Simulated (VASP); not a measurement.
Here is a VASP 6.6.1 calculation.

INCAR

```
SYSTEM = AlIn
  ALGO = Fast
  EDIFF = 1E-6
  EDIFFG = -0.04
  ENCUT = 600
  GGA = PE
  IBRION = 2
  ISIF = 3
  ISMEAR = 0
  LASPH = .True.
  LCHARG = .False.
  LREAL = .False.
  LWAVE = .False.
  NELM = 80
  NSW = 90
  PREC = Accurate
  SIGMA = 0.1
```

File KPOINTS:

```
k-points
0
Gamma
  6 6 4
  0 0 0
```

POSCAR

```
AlIn
1.0
    3.1991470700      0.0000000000      0.0000000000
   -1.5995735300      2.7705426300      0.0000000000
    0.0000000000      0.0000000000      4.5082855200
Al In
1 1
Direct
    0.0000000000      0.0000000000      0.0000000000
    0.0000000000      0.0000000000      0.5000000000
```

Potentials or basis: VASP PAW PBE potentials, release 64 (Al, In_d).

Launch:

```bash
$ cat potpaw_PBE.64/Al/POTCAR potpaw_PBE.64/In_d/POTCAR > POTCAR
$ mpirun -np 1 vasp_std > vasp.out
```

What does it give for the band gap on the k mesh?

Zero (bands 8 and 9 overlap by 4.50 eV).

Predict the space group after relaxing (to 0.1 Å).

P6/mmm (No. 191).

Predict the relaxed cell.

a = 3.094 Å, b = 3.094 Å, c = 5.685 Å, α = 90.00°, β = 90.00°, γ = 120.00°.

Predict the relaxed volume.

23.57 Å³/atom.

Stress tensor (GPa, compression positive):
```
-0.10  0.00  0.00
 0.00 -0.10  0.00
 0.00  0.00  0.14
```

Caveat: the k points lie up to 0.39 Å⁻¹ apart in the final cell, too coarse for converged energies and pressures of a metal; the volume moved by over 15 % at a fixed basis, so the end points are rough; spin-orbit coupling is left out, which moves the levels of the heavy elements.
